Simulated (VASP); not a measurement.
Here is a VASP 6.6.1 calculation.

INCAR

```
PREC = Accurate ; ENCUT = 600
EDIFF = 1E-6 ; ISMEAR = -1
SIGMA = 0.05 ; LREAL = F
LASPH = T ; NELM = 100
ALGO = Normal ; ISIF = 3
LWAVE = F ; LCHARG = F
GGA = PE ; IBRION = 2
NSW = 60 ; EDIFFG = -0.005
PSTRESS = 320.0
```

The input KPOINTS:

```
regular mesh
0
Gamma
  15 15 15
```

POSCAR

```
Ca
1.0
   -1.7530668129      1.7530668129      1.7530668129
    1.7530668129     -1.7530668129      1.7530668129
    1.7530668129      1.7530668129     -1.7530668129
Ca
1
Direct
    0.0000000000      0.0000000000      0.0000000000
```

Potentials or basis: VASP PAW PBE potentials, release 64 (Ca_sv).

Command:

```sh
$ cat potpaw_PBE.64/Ca_sv/POTCAR > POTCAR
$ mpirun -np 1 vasp_std > vasp.out
```

Q: Estimate the relaxed cell.

A: a = 3.025 Å, b = 3.025 Å, c = 3.025 Å, α = 109.47°, β = 109.47°, γ = 109.47°.

Q: Predict the relaxed volume.

A: 21.32 Å³/atom.

Q: Predict the space group after relaxing (to 0.05 Å).

A: Im-3m (No. 229).

Q: What does it give for the band gap on the k mesh?

A: Zero (band 5 reaches 6.12 eV, above the bottom of band 6 at 4.28 eV).

Final structure:
```
Ca
1.0
    -1.74677    1.74677    1.74677
     1.74677   -1.74677    1.74677
     1.74677    1.74677   -1.74677
Ca
1
Direct
  0.00000 0.00000 0.00000
```

Caveat: the cell is relaxed towards a set pressure, so the enthalpy falls and the energy may rise.
